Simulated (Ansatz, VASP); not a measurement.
## One calculation of HfC, two programs

```xyz
2
Lattice="0.0000 2.3250 2.3250 2.3250 0.0000 2.3250 2.3250 2.3250 0.0000" Properties=species:S:1:pos:R:3 pbc="T T T"
Hf    2.3250    2.3250    2.3250
C     0.0000    0.0000    0.0000
```

Alike in both runs: task relaxation of cell and atoms; functional revPBE; k mesh 10 × 10 × 10; occupations fermi-dirac, width 0.05 eV; no spin polarisation.

|  | VASP | Ansatz |
| --- | --- | --- |
| version | VASP 6.6.1 | Ansatz 0.2.0 |
| potentials or method | VASP PAW PBE potentials, release 64 (Hf_pv, C), cutoff 600 eV | all-electron LAPW, scalar-relativistic |

```tsv
	VASP	Ansatz	Ansatz less VASP
relaxed volume (Å³/atom)	12.70	12.75	+0.051
relaxed cell length with the largest relative difference (Å)	3.299	3.304	+0.0044
```

VASP's potentials were made for PBE, not for revPBE. Ansatz ran all-electron here, and VASP with PAW potentials.

Spin-orbit coupling is off throughout.
